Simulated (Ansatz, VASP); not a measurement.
**Two plane-wave programs on SiC5**

INCAR

```
SYSTEM = SiC5
PREC = Accurate ; ENCUT = 600
EDIFF = 1E-6 ; ISMEAR = 0
SIGMA = 0.1 ; LREAL = .FALSE.
LASPH = .TRUE. ; NELM = 80
ALGO = Normal ; ISIF = 3
LWAVE = .FALSE. ; LCHARG = .FALSE.
GGA = PE ; IBRION = 2
NSW = 100 ; EDIFFG = -0.01
```

KPOINTS

```
regular mesh
0
G
  12 12 6
  0 0 0
```

File POSCAR:

```
SiC5
1.0
    3.3337651140      0.0000000000      0.0000000000
   -1.6668825570      2.8871252790      0.0000000000
    0.0000000000      0.0000000000      8.4053165645
Si C
1 5
Direct
    0.0000000000      0.0000000000      0.0000000000
    0.3333333333      0.6666666667      0.0000000000
    0.6666666667      0.3333333333      0.0000000000
    0.5000000000      0.0000000000      0.5000000000
    0.5000000000      0.5000000000      0.5000000000
    0.0000000000      0.5000000000      0.5000000000
```

Input for Ansatz:

```yaml
crystal:
  lattice:
    - [3.333765114, 0.0, 0.0]
    - [-1.666882557, 2.887125279, 0.0]
    - [0.0, 0.0, 8.4053165645]
  atoms:
    - { symbol: Si, position: [0.0, 0.0, 0.0] }
    - { symbol: C, position: [0.3333333333, 0.6666666667, 0.0] }
    - { symbol: C, position: [0.6666666667, 0.3333333333, 0.0] }
    - { symbol: C, position: [0.5, 0.0, 0.5] }
    - { symbol: C, position: [0.5, 0.5, 0.5] }
    - { symbol: C, position: [0.0, 0.5, 0.5] }
basis:
  ecutwfc: 420
kpoints:
  mp_grid: { grid: [12, 12, 6] }
hamiltonian:
  xc: pbe
scf:
  occupations: { method: gaussian, width: 0.1 }
output:
  forces: true
  stress: true
  eigenvalues: true
  write_density: true
  write_potential: true
  elf: true
  volumetric_format: npy
relax:
  adjacent_minimum: "off"
  f_tol: 0.01
  max_steps: 80
  cell: { stress_tol: 0.05 }
```

Change from the starting cell: species swapped into the HoNi5 type (P6/mmm, No. 191).

Alike in both runs: task relaxation of cell and atoms; functional PBE; k mesh 12 × 12 × 6; occupations gaussian, width 0.1 eV; no spin polarisation.

|  | VASP | Ansatz |
| --- | --- | --- |
| version | VASP 6.6.1 | Ansatz 0.2.0 |
| potentials or method | VASP PAW PBE potentials, release 64 (Si, C), cutoff 600 eV | scalar-relativistic, plane waves, PAW |
| valence electrons in the cell | 24 | 24 |

Ansatz gave:

| Quantity | Value |
| --- | --- |
| gap on the k mesh at the Fermi level, each at its own relaxed structure (eV) | none |
| relaxed volume (Å³/atom) | 12.81 |
| relaxed cell length with the largest relative difference (Å) | 8.094 |

Task: Which values does VASP return?

Result: gap on the k mesh at the Fermi level, each at its own relaxed structure (eV): none; relaxed volume (Å³/atom): 12.06; relaxed cell length with the largest relative difference (Å): 7.624.

A gap of «none» marks a metal or a gap that the smearing closes. One of these differences is far larger than is usual between the two programs; its cause wasn't traced.
